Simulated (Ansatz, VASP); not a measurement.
# SiO2: VASP beside Ansatz

```
Si O
1.0
     3.87467    0.00000    0.00000
     0.00000    3.87467    0.00000
     0.00000    0.00000    2.66887
Si O
2 4
Direct
  0.50000 0.50000 0.50000
  0.00000 0.00000 0.00000
  0.69443 0.69443 0.00000
  0.19443 0.80557 0.50000
  0.30557 0.30557 0.00000
  0.80557 0.19443 0.50000
```

Alike in both runs: task single point; functional LDA; k mesh 6 × 6 × 10; occupations gaussian, width 0.05 eV; no spin polarisation.

|  | VASP | Ansatz |
| --- | --- | --- |
| version | VASP 6.6.1 | Ansatz 0.2.0 |
| potentials or method | VASP PAW LDA potentials, release 64 (Si, O), cutoff 520 eV | scalar-relativistic, plane waves, PAW |
| valence electrons in the cell | 32 | 32 |

|  | VASP | Ansatz | Ansatz less VASP |
| --- | --- | --- | --- |
| gap on the k mesh at the Fermi level (eV) | 5.82 | 5.88 | +0.057 |
| least direct gap on the mesh (eV) | 5.82 | 5.88 | +0.057 |
| rms of the force components (eV/Å) | 0.435 | 0.431 | -0.0031 |

Ansatz warns that its potentials were made for another functional, while VASP's fit it. LDA's correlation is that of Perdew and Zunger in VASP and of Perdew and Wang (1992) in Ansatz. Atom by atom the forces differ by 0.003 eV/Å (rms over components).
